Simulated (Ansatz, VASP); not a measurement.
# Ba4Ti4SO11 in VASP and in Ansatz

```xyz
20
Lattice="-4.0060 4.0060 4.0060 4.0060 -4.0060 4.0060 4.0060 4.0060 -4.0060" Properties=species:S:1:pos:R:3 pbc="T T T"
Ba    2.0030    2.0291    2.0291
Ba    2.0030    2.0291   -2.0291
Ba    2.0030   -2.0291    2.0291
Ba   -2.0030    1.9769    1.9769
Ti   -0.1712    0.0000    0.0000
Ti    0.0000    0.0000    4.0060
Ti    0.0000    4.0060    0.0000
Ti    4.1772    0.0000    0.0000
S     2.0030    0.0000    0.0000
O     2.0030    0.0000    4.0060
O     2.0030    4.0060    0.0000
O     6.0090    0.0000    0.0000
O    -0.0903    2.0109    0.0000
O     0.0903    1.9951    4.0060
O    -0.0903    6.0011    0.0000
O     4.0963    2.0109    0.0000
O    -0.0903    0.0000    2.0109
O    -0.0903    0.0000    6.0011
O     0.0903    4.0060    1.9951
O     4.0963    0.0000    2.0109
```

Alike in both runs: functional PBE; k mesh 3 × 3 × 3; occupations fermi-dirac, width 0.01 eV; no spin polarisation.

Ansatz relaxed the structure, and its values are those at the end. VASP's run is a single point on that final structure, the one shown.

|  | VASP | Ansatz |
| --- | --- | --- |
| version | VASP 6.6.1 | Ansatz 0.2.0 |
| potentials or method | VASP PAW PBE potentials, release 64 (Ba_sv, Ti_sv, S, O_h) | plane-wave PAW, scalar-relativistic |
| plane-wave cutoff (eV) | 1000 | 420 |
| valence electrons in the cell | 160 | 160 |

|  | VASP | Ansatz | Ansatz less VASP |
| --- | --- | --- | --- |
| gap on the k mesh at the Fermi level (eV) | 1.15 | 1.17 | +0.020 |
| rms of the force components (eV/Å) | 0.017 | 0.005 | -0.0128 |

With one functional, cell and mesh, what is left measures potentials, basis and numerics. Ansatz's warnings: stress scf threshold loose.

Neither program's run includes spin-orbit coupling.
